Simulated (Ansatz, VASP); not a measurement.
**CoSi in VASP and in Ansatz**

```xyz
2
Lattice="2.7342 0.0000 0.0000 0.0000 2.7342 0.0000 0.0000 0.0000 2.7342" Properties=species:S:1:pos:R:3 pbc="T T T"
Co    0.0000    0.0000    0.0000
Si    1.3671    1.3671    1.3671
```

Change from the starting cell: volume scaled by 0.95, no spin polarisation, PAW files.

Alike in both runs: task single point; functional PBE; k mesh 14 × 14 × 14; occupations fermi-dirac, width 0.03 eV; no spin polarisation.

```csv
,VASP,Ansatz
version,VASP 6.6.1,Ansatz 0.2.0
potentials or method,"VASP PAW PBE potentials, release 64 (Co, Si)","PAW with Ansatz's default frozen-core files, scalar-relativistic"
plane-wave cutoff (eV),520,420
valence electrons in the cell,13,21
```

```tsv
	VASP	Ansatz	Ansatz less VASP
pressure (GPa)	11.4	11.5	+0.08
```

VASP's potentials hold 13 valence electrons a cell and Ansatz's 21, so a difference there can come from the potentials and not from the codes.
